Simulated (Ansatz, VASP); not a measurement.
## Two plane-wave programs on AlRu

```
Ru Al
1.0
     2.99160    0.00000    0.00000
     0.00000    2.99160    0.00000
     0.00000    0.00000    2.99160
Ru Al
1 1
Cartesian
  1.4958 1.4958 1.4958
  0.0000 0.0000 0.0000
```

Alike in both runs: functional PBE-based screened hybrid; k mesh 5 × 5 × 5; occupations fermi-dirac, width 0.05 eV; no spin polarisation.

|  | VASP | Ansatz |
| --- | --- | --- |
| version | VASP 6.6.1 | Ansatz 0.2.0 |
| potentials or method | VASP PAW PBE potentials, release 64 (Ru_pv, Al) | Ansatz PAW |
| plane-wave cutoff (eV) | 520 | 420 |
| valence electrons in the cell | 17 | 19 |
| task | single point | band structure |

|  | VASP | Ansatz | Ansatz less VASP |
| --- | --- | --- | --- |
| gap on the k mesh at the Fermi level (eV) | none | none | - |
| pressure (GPa) | -2.4 | -2.5 | -0.18 |

VASP's potentials were made for PBE, not for PBE-based screened hybrid. A gap of «none» marks a metal or a gap that the smearing closes. The functional is the same, so the differences come from potentials, cutoffs and numerics. VASP's potentials hold 17 valence electrons a cell and Ansatz's 19, so a difference there can come from the potentials and not from the codes.

The k mesh is coarse, so the values compare programs but aren't converged.
